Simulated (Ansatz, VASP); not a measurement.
Mn2RuN3: VASP beside Ansatz

```
CELL_PARAMETERS angstrom
3.46486 0.00000 0.00000
-1.73243 3.00066 0.00000
0.00000 0.00000 8.20824
ATOMIC_POSITIONS crystal
Mn 0.33333 0.66667 0.50000
Mn 0.33333 0.66667 0.00000
Ru 0.66667 0.33333 0.50000
N 0.33333 0.66667 0.32821
N 0.33333 0.66667 0.67179
N 0.66667 0.33333 0.00000
```

Alike in both runs: task single point; functional PBE; k mesh 6 × 6 × 2; occupations gaussian, width 0.1 eV; collinear spin.

```csv
,VASP,Ansatz
version,VASP 6.6.1,Ansatz 0.2.0
potentials or method,"VASP PAW PBE potentials, release 64 (Mn_pv, Ru_pv, N), cutoff 520 eV","scalar-relativistic, plane waves, PAW"
valence electrons in the cell,55,61
```

```csv
,VASP,Ansatz,Ansatz less VASP
gap on the k mesh at the Fermi level (eV),none,none,-
rms of the force components (eV/Å),7.289,6.554,-0.7349
net moment per atom (μB),0.16,0.93,+0.770
size of the moment on the site where the two differ most (μB),0.29,3.22,+2.929
```

The net moments are unlike, so the other rows may belong to different states. Site moments also hang on the region over which each program counts them. Atom by atom the forces differ by 0.735 eV/Å (rms over components). A gap of «none» marks a metal or a gap that the smearing closes. VASP's potentials hold 55 valence electrons a cell and Ansatz's 61, so a difference there can come from the potentials and not from the codes.

The k mesh is coarse, so the values compare programs but aren't converged.
